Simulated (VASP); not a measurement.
# P in VASP: notebook, part 2 of 2

VASP 6.6.1. Earlier steps stand in the parts before.

### 3 Single point, r2SCAN (strain -0.030 along x and y, +0.030 along z)

Contents of POSCAR:

```
P
1.0
    3.1852158884      0.0000000000      0.0000000000
    0.0000000000     33.8113200603      0.0000000000
    0.0000000000      0.0000000000      4.7710472513
P
4
Direct
    0.0000000000      0.9702614300      0.5921507200
    0.0000000000      0.0297385700      0.4078492800
    0.5000000000      0.0297385700      0.0921507200
    0.5000000000      0.9702614300      0.9078492800
```

Contents of INCAR.step1:

```
ALGO     = Normal         # electronic algorithm
EDIFF    = 1E-4           # SCF threshold, eV
ENCUT    = 520            # plane-wave cutoff, eV
GGA      = PE             # functional
ISMEAR   = 0              # smearing method
LASPH    = True           # aspherical terms in the spheres
LCHARG   = False          # write CHGCAR
LREAL    = False          # projectors in reciprocal space
LWAVE    = True           # write WAVECAR
NBANDS   = 18             # bands
NELM     = 80             # most SCF steps
PREC     = Accurate       # precision mode
SIGMA    = 0.05           # smearing width, eV
```

Contents of INCAR.step2:

```
ALGO     = Normal         # electronic algorithm
EDIFF    = 1E-6           # SCF threshold, eV
ENCUT    = 520            # plane-wave cutoff, eV
ISIF     = 2              # what is computed and relaxed
ISMEAR   = 0              # smearing method
ISTART   = 1            
LASPH    = True           # aspherical terms in the spheres
LCHARG   = True           # write CHGCAR
LELF     = True           # ELF
LMIXTAU  = True         
LREAL    = False          # projectors in reciprocal space
LVHAR    = True         
LWAVE    = False          # write WAVECAR
METAGGA  = R2SCAN         # meta-GGA
NBANDS   = 18             # bands
NELM     = 80             # most SCF steps
PREC     = Accurate       # precision mode
SIGMA    = 0.05           # smearing width, eV
```

Contents of KPOINTS:

```
k-points
0
Gamma
  8 1 6
```

Potentials or basis: VASP PAW PBE potentials, release 64 (P).

Command:

```console
cat potpaw_PBE.64/P/POTCAR > POTCAR
cp INCAR.step1 INCAR
mpirun -np 1 vasp_std > vasp.out
cp INCAR.step2 INCAR
mpirun -np 1 vasp_std > vasp.out
```

OUTCAR:

```text
EDIFF = 1E-6
   ENCUT = 520
   ISIF = 2
   ISMEAR = 0
   ISTART = 1
   LASPH = True
   LREAL = False
   METAGGA = R2SCAN
   NELM = 80
   PREC = Accurate

 ion  position               nearest neighbor table
   1  0.000  0.970  0.592-   4 2.19   4 2.19   2 2.19
   2  0.000  0.030  0.408-   3 2.19   3 2.19   1 2.19
   3  0.500  0.030  0.092-   2 2.19   2 2.19   4 2.19
   4  0.500  0.970  0.908-   1 2.19   1 2.19   3 2.19

  LATTYP: Found a simple orthorhombic cell.
 ALAT       =     3.1852158884
 B/A-ratio  =     1.4978724892
 C/A-ratio  =    10.6150795566

  Lattice vectors:

 A1 = (  -3.1852158884,   0.0000000000,   0.0000000000)
 A2 = (   0.0000000000,   0.0000000000,   4.7710472513)
 A3 = (   0.0000000000,  33.8113200603,   0.0000000000)

Analysis of symmetry for initial positions (statically):
=====================================================================
 Subroutine PRICEL returns:
 Original cell was already a primitive cell.
[... 168 lines left out ...]
  free energy    TOTEN  =       -35.70293226 eV

  energy without entropy =      -35.70293226  energy(sigma->0) =      -35.70293226

 E-fermi :  -3.4766     XC(G=0):  -1.7625

 val. band max:       -3.7446812070   @ k =   0.1250   0.0000   0.0000
 cond. band min:      -2.3115572072   @ k =   0.5000   0.0000   0.1667
 fundamental gap:      1.4331239999
 Fermi energy:        -3.4766410498

 k-point     1 :       0.0000    0.0000    0.0000
  band No.  band energies     occupation
      1     -19.7156      2.00000
      2     -16.9725      2.00000
      3     -13.8545      2.00000
      4      -9.8280      2.00000
      5      -8.6406      2.00000
      6      -8.5684      2.00000
[... 397 lines left out ...]
      5      -9.0255      2.00000
      6      -9.0255      2.00000
[... 10 lines left out ...]
     17       3.5976      0.00000
     18       3.5976      0.00000

------------------------ aborting loop because EDIFF is reached ----------------------------------------

  FORCE on cell =-STRESS in cart. coord.  units (eV):
  Direction    XX          YY          ZZ          XY          YZ          ZX
  --------------------------------------------------------------------------------------
  -------------------------------------------------------------------------------------
  Total        2.9233213      1.9185841     -0.9646260      0.0000000     -0.0000000      0.0000000
  in kB        9.1153304      5.9824175     -3.0078406      0.0000000     -0.0000000      0.0000000
  external PRESSURE =       4.0299691 kB  Pullay stress =       0.0000000 kB

 VOLUME and BASIS-vectors are now :
 -----------------------------------------------------------------------------
  energy-cutoff  :      520.00
  volume of cell :      513.82
      direct lattice vectors                 reciprocal lattice vectors
     3.185215888  0.000000000  0.000000000     0.313950462  0.000000000  0.000000000
     0.000000000 33.811320060  0.000000000     0.000000000  0.029575893  0.000000000
     0.000000000  0.000000000  4.771047251     0.000000000  0.000000000  0.209597589

 POSITION                                       TOTAL-FORCE (eV/Angst)
 -----------------------------------------------------------------------------------
      0.00000     32.80582      2.82518        -0.000000     -0.482048      0.445243
      0.00000      1.00550      1.94587        -0.000000      0.482048     -0.445243
      1.59261      1.00550      0.43966         0.000000      0.482048      0.445243
      1.59261     32.80582      4.33139        -0.000000     -0.482048     -0.445243
 -----------------------------------------------------------------------------------
    total drift:                                0.000000     -0.000000     -0.000000

  FREE ENERGIE OF THE ION-ELECTRON SYSTEM (eV)
  ---------------------------------------------------
  free  energy   TOTEN  =       -35.7029322643 eV

  energy  without entropy=      -35.7029322643  energy(sigma->0) =      -35.70293226
```

OSZICAR.step1:

```text
N       E                     dE             d eps       ncg     rms          rms(c)
DAV:   1     0.139040918328E+03    0.13904E+03   -0.55591E+03   720   0.724E+02
DAV:   2    -0.315302581395E+01   -0.14219E+03   -0.13125E+03  1186   0.133E+02
DAV:   3    -0.211918382948E+02   -0.18039E+02   -0.17952E+02   944   0.565E+01
DAV:   4    -0.216056549135E+02   -0.41382E+00   -0.41285E+00  1006   0.110E+01
DAV:   5    -0.216164846186E+02   -0.10830E-01   -0.10823E-01  1092   0.175E+00    0.110E+01
DAV:   6    -0.214357803050E+02    0.18070E+00   -0.11982E-01   956   0.172E+00    0.651E+00
DAV:   7    -0.213618461828E+02    0.73934E-01   -0.20190E-01   954   0.222E+00    0.387E-01
DAV:   8    -0.213606040447E+02    0.12421E-02   -0.18200E-02   956   0.755E-01    0.214E-01
DAV:   9    -0.213604691616E+02    0.13488E-03   -0.88620E-04  1164   0.164E-01    0.147E-01
DAV:  10    -0.213601494821E+02    0.31968E-03   -0.41794E-04   912   0.103E-01    0.737E-02
DAV:  11    -0.213600420413E+02    0.10744E-03   -0.11740E-04   816   0.556E-02    0.212E-02
DAV:  12    -0.213602683521E+02   -0.22631E-03   -0.21184E-04   746   0.563E-02    0.147E-02
DAV:  13    -0.213603868103E+02   -0.11846E-03   -0.12041E-05   640   0.195E-02    0.128E-02
DAV:  14    -0.213605683533E+02   -0.18154E-03   -0.83071E-06   674   0.167E-02    0.697E-03
DAV:  15    -0.213606746035E+02   -0.10625E-03   -0.10300E-05   712   0.126E-02    0.629E-03
DAV:  16    -0.213607602950E+02   -0.85692E-04   -0.21319E-06   692   0.622E-03
   1 F= -.21360760E+02 E0= -.21360760E+02  d E =-.298659E-11
```

It took 10 min on 1 thread of Intel Xeon 6975P-C (Granite Rapids), shared host; peak memory 0.6 GiB.

Results:

| Item | Value |
| --- | --- |
| Free energy | -35.7029 eV |
| Largest force | 0.656 eV/Å |
| Band gap on the k mesh | 1.43 eV (least direct gap 1.46 eV) |

Forces in eV/Å, atoms in the order of the input:
```
P    0.000 -0.482  0.445
P    0.000  0.482 -0.445
P    0.000  0.482  0.445
P    0.000 -0.482 -0.445
```

Caveat: the cell differs from its parent crystal (strain -0.030 along x and y, +0.030 along z); there is no dipole correction, which matters where the two faces differ; the PAW data sets were made with another functional, which shifts forces and pressure a little.

### 4 Single point, r2SCAN (strain +0.000 along x and y, -0.030 along z)

Contents of POSCAR:

```
P
1.0
    3.2837277200      0.0000000000      0.0000000000
    0.0000000000     34.8570309900      0.0000000000
    0.0000000000      0.0000000000      4.4931221687
P
4
Direct
    0.0000000000      0.9702614300      0.5921507200
    0.0000000000      0.0297385700      0.4078492800
    0.5000000000      0.0297385700      0.0921507200
    0.5000000000      0.9702614300      0.9078492800
```

Contents of INCAR.step1:

```
PREC     = Accurate       # precision mode
ENCUT    = 520            # plane-wave cutoff, eV
ISMEAR   = 0              # smearing method
SIGMA    = 0.05           # smearing width, eV
LREAL    = False          # projectors in reciprocal space
LASPH    = True           # aspherical terms in the spheres
NELM     = 100            # most SCF steps
NBANDS   = 18             # bands
GGA      = PE             # functional
ALGO     = Normal         # electronic algorithm
EDIFF    = 1E-4           # SCF threshold, eV
LWAVE    = True           # write WAVECAR
LCHARG   = False          # write CHGCAR
```

Contents of INCAR.step2:

```
PREC     = Accurate       # precision mode
ENCUT    = 520            # plane-wave cutoff, eV
EDIFF    = 1E-6           # SCF threshold, eV
ISMEAR   = 0              # smearing method
SIGMA    = 0.05           # smearing width, eV
LREAL    = False          # projectors in reciprocal space
LASPH    = True           # aspherical terms in the spheres
NELM     = 100            # most SCF steps
ALGO     = Normal         # electronic algorithm
ISIF     = 2              # what is computed and relaxed
LWAVE    = False          # write WAVECAR
LCHARG   = True           # write CHGCAR
METAGGA  = R2SCAN         # meta-GGA
LMIXTAU  = True         
LELF     = True           # ELF
LVHAR    = True         
NBANDS   = 18             # bands
ISTART   = 1
```

Contents of KPOINTS:

```
Automatic mesh
0
Gamma
  8 1 6
```

Command:

```console
cat potpaw_PBE.64/P/POTCAR > POTCAR
cp INCAR.step1 INCAR
mpirun -np 1 vasp_std > vasp.out
cp INCAR.step2 INCAR
mpirun -np 1 vasp_std > vasp.out
```

Run time: 9.2 min. Hardware: 1 thread of Intel Xeon 6975P-C (Granite Rapids), shared host; peak memory 0.63 GiB.

It converged, with:

```
Free energy            : -35.7569 eV
Largest force          : 0.467 eV/Å
Band gap on the k mesh : 0.94 eV
```

Forces in eV/Å, atoms in the order of the input:
```
P    0.000 -0.081 -0.459
P    0.000  0.081  0.459
P    0.000  0.081 -0.459
P    0.000 -0.081  0.459
```

Levels at points of the mesh, in eV from the valence-band top:
| k point | band 6 | band 7 | band 8 | band 9 | band 10 | band 11 | band 12 | band 13 | band 14 | band 15 |
| --- | --- | --- | --- | --- | --- | --- | --- | --- | --- | --- |
| (0.00, 0.00, 0.00) | -4.66 | -4.10 | -2.41 | -1.85 | 0.00 | 0.94 | 1.52 | 2.73 | 3.63 | 4.76 |
| (0.50, 0.00, 0.00) | -5.46 | -2.99 | -2.99 | -2.18 | -2.18 | 1.50 | 1.50 | 2.47 | 2.47 | 3.99 |
| (0.00, 0.00, 0.50) | -3.24 | -3.22 | -3.22 | -1.38 | -1.38 | 2.18 | 2.18 | 3.88 | 3.88 | 4.07 |
| (0.50, 0.00, 0.50) | -5.54 | -4.92 | -4.92 | -1.30 | -1.30 | 2.46 | 2.46 | 4.46 | 4.46 | 5.85 |

Caveat: the cell differs from its parent crystal (strain +0.000 along x and y, -0.030 along z); there is no dipole correction, which matters where the two faces differ; the PAW data sets were made with another functional, which shifts forces and pressure a little.

### 5 Single point, r2SCAN (strain -0.015 along x and y, +0.000 along z)

Contents of POSCAR:

```
P
1.0
    3.2344718042      0.0000000000      0.0000000000
    0.0000000000     34.3341755251      0.0000000000
    0.0000000000      0.0000000000      4.6320847100
P
4
Direct
    0.0000000000      0.9702614300      0.5921507200
    0.0000000000      0.0297385700      0.4078492800
    0.5000000000      0.0297385700      0.0921507200
    0.5000000000      0.9702614300      0.9078492800
```

Contents of INCAR.step1:

```
ALGO = Normal
EDIFF = 1E-4
ENCUT = 520
GGA = PE
ISMEAR = 0
LASPH = True
LCHARG = False
LREAL = False
LWAVE = True
NBANDS = 18
NELM = 80
PREC = Accurate
SIGMA = 0.05
```

Contents of INCAR.step2:

```
ALGO = Normal
EDIFF = 1E-7
ENCUT = 520
ISIF = 2
ISMEAR = 0
ISTART = 1
LASPH = True
LCHARG = False
LMIXTAU = True
LREAL = False
LWAVE = False
METAGGA = R2SCAN
NBANDS = 18
NELM = 80
PREC = Accurate
SIGMA = 0.05
```

Contents of KPOINTS:

```
k-points
0
Gamma
  8 1 6
```

Command:

```console
cat potpaw_PBE.64/P/POTCAR > POTCAR
cp INCAR.step1 INCAR
mpirun -np 1 vasp_std > vasp.out
cp INCAR.step2 INCAR
mpirun -np 1 vasp_std > vasp.out
```

It took 8.9 min on 1 thread of Intel Xeon 6975P-C (Granite Rapids), shared host; peak memory 0.61 GiB.

The run converged. Its results:

```yaml
Free_energy: -35.7672 eV
Largest_force: 0.283 eV/Å
Band_gap_on_the_k_mesh: 1.20 eV
```

Forces on the atoms (eV/Å):
```
P    0.000 -0.283 -0.011
P    0.000  0.283  0.011
P    0.000  0.283 -0.011
P    0.000 -0.283  0.011
```

Levels at points of the mesh, in eV from the valence-band top:
| k point | band 8 | band 9 | band 10 | band 11 | band 12 | band 13 |
| --- | --- | --- | --- | --- | --- | --- |
| (0.00, 0.00, 0.00) | -1.86 | -1.73 | 0.00 | 1.20 | 2.01 | 3.21 |
| (0.50, 0.00, 0.00) | -2.93 | -2.02 | -2.02 | 1.46 | 1.46 | 2.52 |
| (0.00, 0.00, 0.50) | -2.75 | -1.54 | -1.54 | 2.62 | 2.62 | 4.18 |
| (0.50, 0.00, 0.50) | -4.73 | -1.08 | -1.08 | 2.70 | 2.70 | 3.98 |

Caveat: the cell differs from its parent crystal (strain -0.015 along x and y, +0.000 along z); there is no dipole correction, which matters where the two faces differ; the PAW data sets were made with another functional, which shifts forces and pressure a little.

### 6 The runs side by side

```tsv
cell	gap on the mesh (eV)	largest force (eV/Å)
a = 3.185, b = 33.811, c = 4.702 Å, 4 atoms	1.35	0.58
a = 3.185, b = 33.811, c = 4.771 Å, 4 atoms	1.43	0.66
a = 3.284, b = 34.857, c = 4.493 Å, 4 atoms	0.94	0.47
a = 3.234, b = 34.334, c = 4.632 Å, 4 atoms	1.20	0.28
```

Alike in all rows: task single point; level r2SCAN; potentials or basis VASP PAW PBE potentials, release 64 (P); no spin polarisation; k mesh 8 × 1 × 6; cutoff (eV) 520; smearing gaussian 0.05 eV.

Caveats: there is no dipole correction, which matters where the two faces differ; the PAW data sets were made with another functional, which shifts forces and pressure a little.

Absolute energies hang on the potentials; compare differences alone.
